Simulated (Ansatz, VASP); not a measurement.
## One calculation of SrTiO3, two programs

```
Sr Ti O
1.0
     3.90500    0.00000    0.00000
     0.00000    3.90500    0.00000
     0.00000    0.00000    3.98310
Sr Ti O
1 1 3
Cartesian
  0.0000 0.0000 0.0000
  1.9525 1.9525 1.9915
  0.0000 1.9525 1.9915
  1.9525 0.0000 1.9915
  1.9525 1.9525 0.0000
```

Change from the starting cell: z stretched by +2 %, ions relaxed.

Alike in both runs: functional PBE; k mesh 8 × 8 × 8; occupations fermi-dirac, width 0.02 eV; no spin polarisation.

Ansatz relaxed the structure, and its values are those at the end. VASP's run is a single point on that final structure, the one shown.

|  | VASP | Ansatz |
| --- | --- | --- |
| version | VASP 6.6.1 | Ansatz 0.2.0 |
| potentials or method | VASP PAW PBE potentials, release 64 (Sr_sv, Ti_sv, O) | plane-wave PAW, scalar-relativistic |
| plane-wave cutoff (eV) | 600 | 420 |
| valence electrons in the cell | 40 | 40 |

|  | VASP | Ansatz | Ansatz less VASP |
| --- | --- | --- | --- |
| gap on the k mesh at the Fermi level (eV) | 1.78 | 1.81 | +0.032 |
| pressure (GPa) | 1.4 | 0.8 | -0.51 |

With one functional, cell and mesh, what is left measures potentials, basis and numerics. Ansatz's warnings: stress scf threshold loose.
